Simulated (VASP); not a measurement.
# Si4P (Pm-3m) in VASP: further runs, part 2 of 2

VASP 6.6.1.

## 5. Single point, PBE

This run uses another cell than the first one, of 19.20 Å³/atom.

Contents of INCAR:

```
PREC = Accurate
ENCUT = 520
EDIFF = 1E-6
ISMEAR = 0
SIGMA = 0.1
LREAL = F
LASPH = T
NELM = 60
ALGO = Normal
ISIF = 2
LWAVE = F
LCHARG = T
GGA = PE
LELF = T
LVHAR = T
NBANDS = 18
```

Contents of KPOINTS:

```
regular mesh
0
Gamma
  8 8 8
```

Contents of POSCAR:

```
Si4P
1.0
    4.5792069510      0.0000000000      0.0000000000
    0.0000000000      4.5792069510      0.0000000000
    0.0000000000      0.0000000000      4.5792069510
Si P
4 1
Direct
    0.5000000000      0.0000000000      0.0000000000
    0.0000000000      0.5000000000      0.0000000000
    0.0000000000      0.0000000000      0.5000000000
    0.0000000000      0.0000000000      0.0000000000
    0.5000000000      0.5000000000      0.5000000000
```

Potentials or basis: VASP PAW PBE potentials, release 64 (Si, P).

The run is started by

```
$ cat potpaw_PBE.64/Si/POTCAR potpaw_PBE.64/P/POTCAR > POTCAR
$ mpirun -np 1 vasp_std > vasp.out
```

OUTCAR:

```text
PREC = Accurate
   ENCUT = 520
   EDIFF = 1E-6
   ISMEAR = 0
   LREAL = F
   LASPH = T
   NELM = 60
   ISIF = 2
   GGA = PE

 ion  position               nearest neighbor table
   1  0.500  0.000  0.000-   4 2.29   4 2.29
   2  0.000  0.500  0.000-   4 2.29   4 2.29
   3  0.000  0.000  0.500-   4 2.29   4 2.29
   4  0.000  0.000  0.000-   1 2.29   2 2.29   3 2.29   3 2.29   2 2.29   1 2.29
   5  0.500  0.500  0.500-

  LATTYP: Found a simple cubic cell.
 ALAT       =     4.5792069510

  Lattice vectors:

 A1 = (   4.5792069510,   0.0000000000,   0.0000000000)
 A2 = (   0.0000000000,   4.5792069510,   0.0000000000)
 A3 = (   0.0000000000,   0.0000000000,   4.5792069510)

Analysis of symmetry for initial positions (statically):
=====================================================================
 Subroutine PRICEL returns:
 Original cell was already a primitive cell.

 Routine SETGRP: Setting up the symmetry group for a
 simple cubic supercell.

[... 173 lines left out ...]
 E-fermi :   6.5454     XC(G=0):  -9.9255

 val. band max:        6.5398088662   @ k =   0.2500   0.1250   0.0000
 cond. band min:       6.5746476021   @ k =   0.3750   0.3750   0.2500
 fundamental gap:      0.0348387358
 Fermi energy:         6.5453940802

 k-point     1 :       0.0000    0.0000    0.0000
  band No.  band energies     occupation
      1      -6.5798      2.00000
      2      -2.4715      2.00000
      3       0.6289      2.00000
      4       0.6289      2.00000
      5       0.7609      2.00000
      6       0.7609      2.00000
[... 481 lines left out ...]
      5       0.4949      2.00000
      6       3.1260      2.00000
[... 10 lines left out ...]
     17      11.0984      0.00000
     18      11.5867      0.00000

 [... further k-points ...]

------------------------ aborting loop because EDIFF is reached ----------------------------------------

  FORCE on cell =-STRESS in cart. coord.  units (eV):
  Direction    XX          YY          ZZ          XY          YZ          ZX
  --------------------------------------------------------------------------------------
  -------------------------------------------------------------------------------------
  Total       -0.0362762     -0.0362762     -0.0362762      0.0000000      0.0000000     -0.0000000
  in kB       -0.6052875     -0.6052875     -0.6052875      0.0000000      0.0000000     -0.0000000
  external PRESSURE =      -0.6052875 kB  Pullay stress =       0.0000000 kB

 VOLUME and BASIS-vectors are now :
 -----------------------------------------------------------------------------
  energy-cutoff  :      520.00
  volume of cell :       96.02
      direct lattice vectors                 reciprocal lattice vectors
     4.579206951  0.000000000  0.000000000     0.218378425  0.000000000  0.000000000
     0.000000000  4.579206951  0.000000000     0.000000000  0.218378425  0.000000000
     0.000000000  0.000000000  4.579206951     0.000000000  0.000000000  0.218378425

 POSITION                                       TOTAL-FORCE (eV/Angst)
 -----------------------------------------------------------------------------------
      2.28960      0.00000      0.00000         0.000000      0.000000      0.000000
      0.00000      2.28960      0.00000         0.000000      0.000000      0.000000
      0.00000      0.00000      2.28960         0.000000      0.000000      0.000000
      0.00000      0.00000      0.00000         0.000000      0.000000      0.000000
      2.28960      2.28960      2.28960         0.000000      0.000000      0.000000
 -----------------------------------------------------------------------------------
    total drift:                               -0.000000      0.000000     -0.000000

  FREE ENERGIE OF THE ION-ELECTRON SYSTEM (eV)
  ---------------------------------------------------
  free  energy   TOTEN  =       -21.9600148319 eV

  energy  without entropy=      -21.9388978500  energy(sigma->0) =      -21.94945634
```

stdout:

```text
POSCAR found type information on POSCAR SiP
 POSCAR found :  2 types and       5 ions
 scaLAPACK will be used
 LDA part: xc-table for (Slater+PW92), standard interpolation
 POSCAR, INCAR and KPOINTS ok, starting setup
 FFT: planning ... GRIDC
 FFT: planning ... GRID_SOFT
 FFT: planning ... GRID
 WAVECAR not read
 entering main loop
```

It took 34 s on 1 thread of Intel Xeon Platinum 8488C (Sapphire Rapids), shared host; peak memory 0.21 GiB.

What came out:

| Quantity | Value |
| --- | --- |
| Free energy | -21.9600 eV |
| Pressure | -0.1 GPa |
| Band gap on the k mesh | zero (an odd number of electrons rules out a gap without spin polarisation) |

## 6. Relaxation of cell and atoms, PBE

This run uses another cell than the first one, of 19.47 Å³/atom.

Contents of INCAR:

```
SYSTEM = Si4P
ALGO = Normal
EDIFF = 1E-7
EDIFFG = -0.01
ENCUT = 600
GGA = PE
IBRION = 2
ISIF = 3
ISMEAR = 0
LASPH = .True.
LCHARG = .False.
LREAL = .False.
LWAVE = .False.
NELM = 80
NSW = 100
PREC = Accurate
SIGMA = 0.1
```

Contents of KPOINTS:

```
k-points
0
Gamma
  8 8 8
  0 0 0
```

Edit POSCAR of step 5 so:

```diff
@@ -2,5 +2,5 @@
 1.0
-    4.5792069510      0.0000000000      0.0000000000
-    0.0000000000      4.5792069510      0.0000000000
-    0.0000000000      0.0000000000      4.5792069510
+    4.6000785432      0.0000000000      0.0000000000
+    0.0000000000      4.6000785432      0.0000000000
+    0.0000000000      0.0000000000      4.6000785432
 Si P
```

Potentials or basis: VASP PAW PBE potentials, release 64 (Si, P).

The run is started by

```
$ cat potpaw_PBE.64/Si/POTCAR potpaw_PBE.64/P/POTCAR > POTCAR
$ mpirun -np 1 vasp_std > vasp.out
```

OUTCAR:

```text
SYSTEM = Si4P
   EDIFF = 1E-7
   EDIFFG = -0.01
   ENCUT = 600
   GGA = PE
   IBRION = 2
   ISIF = 3
   ISMEAR = 0
   LASPH = .True.
   LREAL = .False.
   NELM = 80
   NSW = 100
   PREC = Accurate

 ion  position               nearest neighbor table
   1  0.500  0.000  0.000-   4 2.30   4 2.30
   2  0.000  0.500  0.000-   4 2.30   4 2.30
   3  0.000  0.000  0.500-   4 2.30   4 2.30
   4  0.000  0.000  0.000-   1 2.30   2 2.30   3 2.30   3 2.30   2 2.30   1 2.30
   5  0.500  0.500  0.500-

  LATTYP: Found a simple cubic cell.
 ALAT       =     4.6000785432

  Lattice vectors:

 A1 = (   4.6000785432,   0.0000000000,   0.0000000000)
 A2 = (   0.0000000000,   4.6000785432,   0.0000000000)
 A3 = (   0.0000000000,   0.0000000000,   4.6000785432)

Analysis of symmetry for initial positions (statically):
=====================================================================
 Subroutine PRICEL returns:
 Original cell was already a primitive cell.

 Routine SETGRP: Setting up the symmetry group for a
 simple cubic supercell.

 Subroutine GETGRP returns: Found 48 space group operations
 (whereof 48 operations were pure point group operations)
 out of a pool of 48 trial point group operations.

The static configuration has the point symmetry O_h .

Analysis of symmetry for dynamics (positions and initial velocities):
[... 248 lines left out ...]
  ---------------------------------------------------
  ext. energy  EPLUGINS =         0.00000000
  ---------------------------------------------------
  free energy    TOTEN  =       -21.96006569 eV

  energy without entropy =      -21.93893410  energy(sigma->0) =      -21.94949990

 E-fermi :   6.5540     XC(G=0):  -9.9287

 val. band max:        6.5483383863   @ k =   0.2500   0.1250   0.0000
 cond. band min:       6.5841832144   @ k =   0.3750   0.3750   0.2500
 fundamental gap:      0.0358448282
 Fermi energy:         6.5540424622

 k-point     1 :       0.0000    0.0000    0.0000
  band No.  band energies     occupation
      1      -6.5771      2.00000
      2      -2.4640      2.00000
      3       0.6376      2.00000
      4       0.6376      2.00000
      5       0.7656      2.00000
      6       0.7656      2.00000
      7       0.7656      2.00000
      8       5.4251      2.00000
      9       5.4251      2.00000
     10       5.4251      2.00000
     11       5.6815      2.00000
     12       8.1363      0.00000
     13       8.1363      0.00000
     14       8.1363      0.00000
[... 377 lines left out ...]
      1      -4.9003      2.00000
      2      -3.4101      2.00000
      3      -2.0962      2.00000
      4      -2.0606      2.00000
      5       0.5015      2.00000
      6       3.1315      2.00000
      7       3.5371      2.00000
      8       4.0266      2.00000
      9       4.3535      2.00000
     10       5.6831      2.00000
     11       6.6730      0.09259
     12       7.0752      0.00000
     13       7.2059      0.00000
     14       8.8038      0.00000

 [... further k-points ...]

------------------------ aborting loop because EDIFF is reached ----------------------------------------

  FORCE on cell =-STRESS in cart. coord.  units (eV):
  Direction    XX          YY          ZZ          XY          YZ          ZX
  --------------------------------------------------------------------------------------
  -------------------------------------------------------------------------------------
  Total        0.0015336      0.0015336      0.0015336      0.0000000     -0.0000000      0.0000000
  in kB        0.0256097      0.0256097      0.0256097      0.0000000     -0.0000000      0.0000000
  external PRESSURE =       0.0256097 kB  Pullay stress =       0.0000000 kB
[... 20 lines left out ...]
  FREE ENERGIE OF THE ION-ELECTRON SYSTEM (eV)
  ---------------------------------------------------
  free  energy   TOTEN  =       -21.9600656919 eV

  energy  without entropy=      -21.9389340989  energy(sigma->0) =      -21.94949990

 reached required accuracy - stopping structural energy minimisation
```

OSZICAR:

```text
N       E                     dE             d eps       ncg     rms          rms(c)
DAV:   1     0.556859427250E+02    0.55686E+02   -0.87282E+03   980   0.132E+03
DAV:   2    -0.186904139468E+02   -0.74376E+02   -0.73227E+02  1284   0.170E+02
DAV:   3    -0.226438735099E+02   -0.39535E+01   -0.38433E+01  1354   0.369E+01
[... 24 lines left out ...]
DAV:   3    -0.219600721398E+02    0.29251E-04   -0.45469E-05  1118   0.377E-02    0.102E-02
DAV:   4    -0.219600673658E+02    0.47740E-05   -0.55990E-06  1232   0.138E-02    0.563E-03
DAV:   5    -0.219600662451E+02    0.11208E-05   -0.39684E-07  1106   0.371E-03    0.269E-03
DAV:   6    -0.219600657332E+02    0.51184E-06   -0.60461E-08   646   0.158E-03    0.758E-04
DAV:   7    -0.219600656919E+02    0.41293E-07   -0.11031E-08   604   0.796E-04
   3 F= -.21960066E+02 E0= -.21949500E+02  d E =-.422836E-02
```

Run time: 82 s. Hardware: 1 thread of Intel Xeon Platinum 8488C (Sapphire Rapids), shared host; peak memory 0.26 GiB.

Results:

```yaml
Free_energy: -21.9601 eV
Relaxed_volume: 19.19 Å³/atom
Relaxed_cell: a = 4.578 Å, b = 4.578 Å, c = 4.578 Å, α = 90.00°, β = 90.00°, γ = 90.00°
Space_group_after_relaxing_to_0.1_Å: Pm-3m (No. 221)
Energy_gained_by_relaxing: 0.8 meV/atom
Ionic_steps: 3
Pressure_after_relaxing: 0.0 GPa
Band_gap_on_the_k_mesh: zero (an odd number of electrons rules out a gap without spin polarisation)
```

Step by step:
```
step  energy change (eV)  largest force (eV/Å)  pressure (GPa)  volume (Å³)
   1              0.0000                0.0000           -0.95        97.34
   2             -0.0041                0.0000            0.16        95.72
   3             -0.0042                0.0000            0.00        95.94
```

Final structure:
```
Si P
1.0
     4.57797    0.00000    0.00000
     0.00000    4.57797    0.00000
     0.00000    0.00000    4.57797
Si P
4 1
Direct
  0.50000 0.00000 0.00000
  0.00000 0.50000 0.00000
  0.00000 0.00000 0.50000
  0.00000 0.00000 0.00000
  0.50000 0.50000 0.50000
```

## 7. The runs side by side

| task | cell | k mesh | cutoff (eV) | gap on the mesh (eV) | pressure (GPa) | relaxed volume (Å³/atom) |
| --- | --- | --- | --- | --- | --- | --- |
| single point | a = 4.380 Å, 5 atoms | 4 × 4 × 4 | 520 | none | 13.8 | - |
| single point | a = 4.600 Å, 5 atoms | 4 × 4 × 4 | 520 | none | 0.1 | - |
| relaxation of cell and atoms | relaxed from a = 4.380 Å, 5 atoms | 4 × 4 × 4 | 600 | none | 0.0 | 19.50 |
| single point | a = 4.579 Å, 5 atoms | 8 × 8 × 8 | 520 | none | -0.1 | - |
| relaxation of cell and atoms | relaxed from a = 4.600 Å, 5 atoms | 8 × 8 × 8 | 600 | none | 0.0 | 19.19 |

Alike in all rows: level PBE; potentials or basis VASP PAW PBE potentials, release 64 (Si, P); no spin polarisation; smearing gaussian 0.1 eV.

Caveats: the cell stands under pressure (at least some runs); the volume moved by over 15 % at a fixed basis, so the end points are rough (at least some runs).

Absolute energies hang on the potentials; compare differences alone.
